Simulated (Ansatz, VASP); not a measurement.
# One calculation of Si4O7, two programs

```
Si O
1.0
     0.00000    4.23580   -2.68994
     0.00000   -4.23580   -2.68994
    -4.23580    0.00000    2.68994
Si O
4 7
Direct
  0.25000 0.75000 0.50000
  0.75000 0.25000 0.50000
  0.00000 0.00000 0.00000
  0.50000 0.50000 0.00000
  0.00000 0.30698 0.30698
  0.55698 0.75000 0.80698
  0.05698 0.25000 0.80698
  0.00000 0.69302 0.69302
  0.45827 0.00000 0.45827
  0.94302 0.75000 0.19302
  0.44302 0.25000 0.19302
```

Change from the starting cell: O vacancy; atom 9 moved 0.500 of the way to it and -0.250 Å across, host rigid.

Alike in both runs: task single point; functional PBE; k mesh 6 × 6 × 6; occupations gaussian, width 0.05 eV; no spin polarisation.

```csv
,VASP,Ansatz
version,VASP 6.6.1,Ansatz 0.2.0
potentials or method,"VASP PAW PBE potentials, release 64 (Si, O), cutoff 520 eV","scalar-relativistic, plane waves, PAW"
valence electrons in the cell,58,58
```

|  | VASP | Ansatz | Ansatz less VASP |
| --- | --- | --- | --- |
| gap on the k mesh at the Fermi level (eV) | none | none | - |
| rms of the force components (eV/Å) | 4.379 | 4.460 | +0.0811 |

Atom by atom the forces differ by 0.087 eV/Å (rms over components). A gap of «none» marks a metal or a gap that the smearing closes. The functional is the same, so the differences come from potentials, cutoffs and numerics.
